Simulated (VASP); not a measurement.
# ZrB2 (P6/mmm) in VASP: a series of runs, part 2 of 2

VASP 6.6.1. The steps go on from the part before.

## 5. Single point, r2SCAN+D3(BJ)

This run uses another cell than the first one, of 10.25 Å³/atom.

File POSCAR:

```
ZrB2
1.0
    3.1700000000      0.0000000000      0.0000000000
   -1.5850000000      2.7453000000      0.0000000000
    0.0000000000      0.0000000000      3.5330000000
Zr B
1 2
Direct
    0.0000000000      0.0000000000      0.0000000000
    0.3333333333      0.6666666667      0.5000000000
    0.6666666667      0.3333333333      0.5000000000
```

File INCAR.step1:

```
SYSTEM = ZrB2
PREC = Accurate
ENCUT = 520
ISMEAR = -1
SIGMA = 0.15
LREAL = .FALSE.
LASPH = .TRUE.
NELM = 100
NBANDS = 16
GGA = PE
ALGO = Normal
EDIFF = 1E-4
LWAVE = .TRUE.
LCHARG = .FALSE.
```

File INCAR.step2:

```
SYSTEM = ZrB2
PREC = Accurate
ENCUT = 520
EDIFF = 1E-6
ISMEAR = -1
SIGMA = 0.15
LREAL = .FALSE.
LASPH = .TRUE.
NELM = 100
ALGO = Normal
ISIF = 2
LWAVE = .FALSE.
LCHARG = .TRUE.
METAGGA = R2SCAN
LMIXTAU = .TRUE.
IVDW = 12
VDW_S6 = 1.0
VDW_S8 = 0.78981345
VDW_A1 = 0.49484001
VDW_A2 = 5.73083694
LELF = .TRUE.
LVHAR = .TRUE.
NBANDS = 16
ISTART = 1
```

File KPOINTS:

```
Automatic mesh
0
G
  10 10 8
  0 0 0
```

Potentials or basis: VASP PAW PBE potentials, release 64 (Zr_sv, B).

Started as:

```
$ cat potpaw_PBE.64/Zr_sv/POTCAR potpaw_PBE.64/B/POTCAR > POTCAR
$ cp INCAR.step1 INCAR
$ mpirun -np 1 vasp_std > vasp.out
$ cp INCAR.step2 INCAR
$ mpirun -np 1 vasp_std > vasp.out
```

OUTCAR:

```text
SYSTEM = ZrB2
   PREC = Accurate
   ENCUT = 520
   EDIFF = 1E-6
   ISMEAR = -1
   LREAL = .FALSE.
   LASPH = .TRUE.
   NELM = 100
   ISIF = 2
   METAGGA = R2SCAN
   IVDW = 12
   ISTART = 1
 IVDW          = 12

 ion  position               nearest neighbor table
   1  0.000  0.000  0.000-   2 2.54   2 2.54   3 2.54   3 2.54   2 2.54   3 2.54   2 2.54   3 2.54
                             3 2.54   3 2.54   2 2.54   2 2.54
   2  0.333  0.667  0.500-   3 1.83   3 1.83   3 1.83   1 2.54   1 2.54   1 2.54   1 2.54   1 2.54
                             1 2.54
   3  0.667  0.333  0.500-   2 1.83   2 1.83   2 1.83   1 2.54   1 2.54   1 2.54   1 2.54   1 2.54
                             1 2.54

  LATTYP: Found a hexagonal cell.
 ALAT       =     3.1700000000
 C/A-ratio  =     1.1145110410

  Lattice vectors:

 A1 = (   3.1700000000,   0.0000000000,   0.0000000000)
 A2 = (  -1.5850000000,   2.7453000000,   0.0000000000)
 A3 = (   0.0000000000,   0.0000000000,   3.5330000000)

Analysis of symmetry for initial positions (statically):
=====================================================================
 Subroutine PRICEL returns:
 Original cell was already a primitive cell.

 Routine SETGRP: Setting up the symmetry group for a
 hexagonal supercell.

 Subroutine GETGRP returns: Found 24 space group operations
 (whereof 24 operations were pure point group operations)
 out of a pool of 24 trial point group operations.

The static configuration has the point symmetry D_6h.

Analysis of symmetry for dynamics (positions and initial velocities):
=====================================================================
 Subroutine PRICEL returns:
 Original cell was already a primitive cell.

 Routine SETGRP: Setting up the symmetry group for a
 hexagonal supercell.

 Subroutine GETGRP returns: Found 24 space group operations
 (whereof 24 operations were pure point group operations)
 out of a pool of 24 trial point group operations.

The dynamic configuration has the point symmetry D_6h.

 Subroutine INISYM returns: Found 24 space group operations
 (whereof 24 operations are pure point group operations),
 and found     1 'primitive' translations

----------------------------------------------------------------------------------------

                                     Primitive cell

  volume of cell :      30.7463

  direct lattice vectors                    reciprocal lattice vectors
     3.170000000  0.000000000  0.000000000     0.315457413  0.182129458  0.000000000
    -1.585000000  2.745300000  0.000000000     0.000000000  0.364258915  0.000000000
     0.000000000  0.000000000  3.533000000     0.000000000  0.000000000  0.283045570

  length of vectors
     3.170000000  3.169999541  3.533000000     0.364258862  0.364258915  0.283045570

  position of ions in fractional coordinates (direct lattice)
     0.000000000  0.000000000  0.000000000
     0.333333333  0.666666667  0.500000000
     0.666666667  0.333333333  0.500000000

  ion indices of the primitive-cell ions
   primitive index   ion index
                 1           1
                 2           2
                 3           3

[... 20 lines left out ...]

 Subroutine IBZKPT returns following result:
 ===========================================

 Found     70 irreducible k-points:

 Following reciprocal coordinates:
            Coordinates               Weight
  0.000000  0.000000  0.000000      1.000000
  0.100000  0.000000  0.000000      6.000000
  0.200000  0.000000  0.000000      6.000000
  0.300000  0.000000  0.000000      6.000000
  0.400000  0.000000  0.000000      6.000000
  0.500000  0.000000  0.000000      3.000000
[... 16 lines left out ...]
  0.300000  0.100000  0.125000     24.000000
  0.400000  0.100000  0.125000     24.000000
 [... further k-points ...]
   k-points           NKPTS =     70   k-points in BZ     NKDIM =     70   number of bands    NBANDS=     16
   number of dos      NEDOS =    301   number of ions     NIONS =      3
   total plane-waves  NPLWV =  16128
   dimension x,y,z NGX =    24 NGY =   24 NGZ =   28
   dimension x,y,z NGXF=    48 NGYF=   48 NGZF=   56
   ions per type =               1   2
   NGX,Y,Z   is equivalent  to a cutoff of  12.59, 12.59, 13.18 a.u.
   NGXF,Y,Z  is equivalent  to a cutoff of  25.17, 25.17, 26.35 a.u.
 SYSTEM =  ZrB2
   PREC   = accura    normal or accurate (medium, high low for compatibility)
   ISTART =      1    job   : 0-new  1-cont  2-samecut
   ICHARG =      0    charge: 1-file 2-atom 10-const
   ISPIN  =      1    spin polarized calculation?
   LNONCOLLINEAR =      F non collinear calculations
   LSORBIT =      F    spin-orbit coupling
   LASPH  =      T    aspherical Exc in radial PAW
   ENCUT  =  520.0 eV  38.22 Ry    6.18 a.u.   5.89  5.89  6.57*2*pi/ulx,y,z
   NELM   =    100;   NELMIN=  2; NELMDL=  0     # of ELM steps
   EDIFF  = 0.1E-05   stopping-criterion for ELM
   LREAL  =      F    real-space projection
   EDIFFG = 0.1E-04   stopping-criterion for IOM
   NSW    =      0    number of steps for IOM
   IBRION =     -1    ionic relax: 0-MD 1-quasi-New 2-CG
   NFREE  =      0    steps in history (QN), initial steepest desc. (CG)
   ISIF   =      2    stress and relaxation
   ISYM   =      2    0-nonsym 1-usesym 2-fastsym
   POTIM  = 0.5000    time-step for ionic-motion
   TEBEG  =    0.0;   TEEND  =   0.0 temperature during run
   PSTRESS=    0.0 pullay stress
   NELECT =      18.0000    total number of electrons
   NUPDOWN=      -1.0000    fix difference up-down
   EMIN   =  10.00;   EMAX   =-10.00  energy-range for DOS
   EFERMI =   0.00;   METHOD = LEGACY
   ISMEAR =    -1;   SIGMA  =   0.15  broadening in eV -4-tet -1-fermi 0-gaus
   EFERMI_NEDOS =   21; number of points for ismear=-14 and -15
   IALGO  =     38    algorithm
   IMIX   =      4    mixing-type and parameters
     AMIX     =   0.40;   BMIX     =  1.00
     AMIX_MAG =   1.60;   BMIX_MAG =  1.00
  volume/ion in A,a.u.               =      10.25        69.16
  Fermi-wavevector in a.u.,A,eV,Ry     =   1.369519  2.588016 25.518850  1.875583
  Thomas-Fermi vector in A             =   2.495387
   LORBIT       =      0    0 simple, 1 ext, 2 COOP (PROOUT), +10 PAW based schemes
   METAGGA = R2SCAN    functional components
   LHFCALC =     F    Hartree Fock is set to
   AEXX    =    0.0000 exact exchange contribution
   IVDW    =    12    specifies the selected vdW correction
   LEPSILON=     F    determine dielectric tensor
   LRPA    =     F    only Hartree local field effects (RPA)
 non-spin polarized calculation
  energy-cutoff  :      520.00
  volume of cell :       30.75
 maximum number of plane-waves:       844
 NGX is ok and might be reduce to    24
   NGX = 11   NGY = 11   NGZ = 13

 number of electron      18.0000000 magnetization

 Free energy of the ion-electron system (eV)
  ---------------------------------------------------
  ext. energy  EPLUGINS =         0.00000000
  ---------------------------------------------------
  free energy    TOTEN  =       -40.64421940 eV

  energy without entropy =      -40.62136926  energy(sigma->0) =      -40.63279433

 E-fermi :  10.5979     XC(G=0): -13.3752

 val. band max:       10.5436336941   @ k =   0.2000   0.2000   0.1250
 cond. band min:      10.7350858335   @ k =   0.1000   0.0000   0.5000
 fundamental gap:      0.1914521394
 Fermi energy:        10.5978677416

 k-point     1 :       0.0000    0.0000    0.0000
  band No.  band energies     occupation
      1     -39.7617      2.00000
      2     -17.2552      2.00000
      3     -16.6836      2.00000
      4     -16.6836      2.00000
      5      -2.9936      2.00000
      6       7.8590      2.00000
[... 433 lines left out ...]
      3     -17.1145      2.00000
      4     -16.9556      2.00000
      5       0.6807      2.00000
      6       2.0412      2.00000
[... 8 lines left out ...]
     15      19.3199      0.00000
     16      21.2299      0.00000

 [... further k-points ...]

------------------------ aborting loop because EDIFF is reached ----------------------------------------

 Edisp (eV)   -0.55139

 E8    (eV) :    -0.1923

  FORCE on cell =-STRESS in cart. coord.  units (eV):
  Direction    XX          YY          ZZ          XY          YZ          ZX
  --------------------------------------------------------------------------------------
  -------------------------------------------------------------------------------------
  Total      -0.51021    -0.51021    -0.12203     0.00000    -0.00000     0.00000
  in kB     -26.58679   -26.58678    -6.35878     0.00000    -0.00000     0.00000
  external pressure =      -19.84 kB  Pullay stress =        0.00 kB

 VOLUME and BASIS-vectors are now :
 -----------------------------------------------------------------------------
  energy-cutoff  :      520.00
  volume of cell :       30.75
      direct lattice vectors                 reciprocal lattice vectors
     3.170000000  0.000000000  0.000000000     0.315457413  0.182129458  0.000000000
    -1.585000000  2.745300000  0.000000000     0.000000000  0.364258915  0.000000000
     0.000000000  0.000000000  3.533000000     0.000000000  0.000000000  0.283045570

 POSITION                                       TOTAL-FORCE (eV/Angst)
 -----------------------------------------------------------------------------------
      0.00000      0.00000      0.00000         0.000000      0.000000      0.000000
     -0.00000      1.83020      1.76650        -0.000000     -0.000000      0.000000
      1.58500      0.91510      1.76650         0.000000      0.000000      0.000000
 -----------------------------------------------------------------------------------
    total drift:                               -0.000000      0.000000     -0.000000

  FREE ENERGIE OF THE ION-ELECTRON SYSTEM (eV)
  ---------------------------------------------------
  free  energy   TOTEN  =       -41.1956125038 eV

  energy  without entropy=      -41.1727623646  energy(sigma->0) =      -41.18418743
```

It took 2.2 min on 1 thread of Intel Xeon 8259CL, shared host; peak memory 0.18 GiB.

Results:

```
Free energy                : -41.1956 eV
Pressure                   : -2.0 GPa
Band gap on the k mesh     : zero (bands 9 and 10 overlap by 0.86 eV)
Dispersion energy per atom : -0.184 eV
```

Levels at points of the mesh, in eV from the Fermi level:
```
           k point  band 7  band 8  band 9  band 10  band 11  band 12
(0.00, 0.00, 0.00)   -2.74   -2.63   -2.56     3.66     3.66     4.48
(0.50, 0.00, 0.00)   -4.09   -3.25   -2.74     2.33     2.49     5.19
(0.00, 0.00, 0.50)   -1.01   -1.01    0.41     0.41     0.90     0.90
(0.50, 0.00, 0.50)   -4.85   -4.34   -2.23     4.02     4.25     5.57
```

Caveat: the PAW data sets were made with another functional, which shifts forces and pressure a little.

## 6. Summary

| cell | gap on the mesh (eV) | pressure (GPa) |
| --- | --- | --- |
| a = 3.105, b = 3.105, c = 3.461 Å, angles 90.0, 90.0, 120.0°, 3 atoms | none | 14.9 |
| a = 3.127, b = 3.127, c = 3.485 Å, angles 90.0, 90.0, 120.0°, 3 atoms | none | 8.7 |
| a = 3.149, b = 3.149, c = 3.509 Å, angles 90.0, 90.0, 120.0°, 3 atoms | none | 3.1 |
| a = 3.170, b = 3.170, c = 3.533 Å, angles 90.0, 90.0, 120.0°, 3 atoms | none | -2.0 |

Alike in all rows: task single point; level r2SCAN+D3(BJ); potentials or basis VASP PAW PBE potentials, release 64 (Zr_sv, B); no spin polarisation; k mesh 10 × 10 × 8; cutoff (eV) 520; smearing fermi-dirac 0.15 eV.

Caveats: the PAW data sets were made with another functional, which shifts forces and pressure a little; the cell stands under pressure (at least some runs).

Total energies depend on the potentials used, so only differences within one code and one set of settings carry meaning.
